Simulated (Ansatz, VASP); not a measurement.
**MnHg: VASP beside Ansatz**

```
Mn Hg
1.0
     3.22848    0.00000    0.00000
     0.00000    3.22848    0.00000
     0.00000    0.00000    3.25302
Mn Hg
1 1
Direct
  0.50000 0.50000 0.50000
  0.00000 0.00000 0.00000
```

Alike in both runs: task single point; functional LDA; k mesh 9 × 9 × 9; occupations gaussian, width 0.3 eV; collinear spin.

|  | VASP | Ansatz |
| --- | --- | --- |
| version | VASP 6.6.1 | Ansatz 0.2.0 |
| potentials or method | VASP PAW LDA potentials, release 64 (Mn_pv, Hg), cutoff 520 eV | plane waves, PAW |
| valence electrons in the cell | 25 | 35 |

VASP gave:

```
pressure (GPa)                                                : -5.0
net moment per atom (μB)                                      : 1.76
size of the moment on the site where the two differ most (μB) : 3.42
```

Q: Estimate Ansatz's values.

A: Pressure (GPa): -5.2; net moment per atom (μB): 1.79; size of the moment on the site where the two differ most (μB): 3.53.

LDA's correlation is that of Perdew and Zunger in VASP and of Perdew and Wang (1992) in Ansatz. Site moments also hang on the region over which each program counts them. VASP's potentials hold 25 valence electrons a cell and Ansatz's 35, so a difference there can come from the potentials and not from the codes.

Neither program's run includes spin-orbit coupling.
